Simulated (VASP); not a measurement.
Input of a VASP 6.6.1 run:

INCAR

```
  PREC = Accurate
  ENCUT = 520
  EDIFF = 1E-7
  ISMEAR = 0
  SIGMA = 0.15
  LREAL = F
  LASPH = T
  NELM = 80
  ALGO = Fast
  ISIF = 2
  LWAVE = F
  LCHARG = F
  GGA = PE
  NBANDS = 21
```

KPOINTS

```
regular mesh
0
Gamma
  24 24 14
```

POSCAR

```
Mo
1.0
   -1.5802194352      1.5802194352      1.5802194352
    1.5802194352     -1.5802194352      1.5802194352
    3.1604388703      3.1604388703      0.0000000000
Mo
2
Direct
   -0.0474617628     -0.0474617628      0.0000000000
    0.5474617628      0.5474617628      0.5000000000
```

Potentials or basis: VASP PAW PBE potentials, release 64 (Mo_sv).

Launch:

```console
$ cat potpaw_PBE.64/Mo_sv/POTCAR > POTCAR
$ mpirun -np 1 vasp_std > vasp.out
```

What does it give for the largest force?

1.394 eV/Å.

Predict the pressure.

4.0 GPa.

Estimate the band gap on the k mesh.

zero (bands 14 and 15 overlap by 2.74 eV).

Forces in eV/Å, atoms in the order of the input:
```
Mo   0.000  0.000  1.394
Mo   0.000  0.000 -1.394
```

Caveat: the cell differs from its parent crystal (atoms displaced along a vibrational mode); the cell stands under pressure; forces of over 1 eV/Å act on the atoms, so gaps and moduli don't describe the material at rest.
